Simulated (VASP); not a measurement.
Input of a VASP 6.6.1 run:

INCAR

```
PREC = Accurate
ENCUT = 600
EDIFF = 1E-6
ISMEAR = 0
SIGMA = 0.02
LREAL = F
LASPH = T
NELM = 120
ALGO = Normal
ISIF = 2
LWAVE = F
LCHARG = T
LELF = T
LVHAR = T
NBANDS = 11
GGA_COMPAT = F
```

File KPOINTS:

```
regular mesh
0
Gamma
  10 10 10
```

POSCAR

```
SiC
1.0
    0.0000000000      2.1644869227      2.1644869227
    2.1644869227      0.0000000000      2.1644869227
    2.1644869227      2.1644869227      0.0000000000
Si C
1 1
Direct
    0.0000000000      0.0000000000      0.0000000000
    0.2500000000      0.2500000000      0.2500000000
```

Potentials or basis: VASP PAW LDA potentials, release 64 (Si, C).

Run with:

```console
$ cat potpaw_LDA.64/Si/POTCAR potpaw_LDA.64/C/POTCAR > POTCAR
$ mpirun -np 1 vasp_std > vasp.out
```

**Question.** Estimate the pressure.

**Answer.** 0.3 GPa.

**Question.** What does it give for the band gap on the k mesh?

**Answer.** 1.29 eV, indirect (least direct gap 4.52 eV).

A k mesh can miss the band edges. LDA gaps usually lie below the measured ones, often by a third to a half.
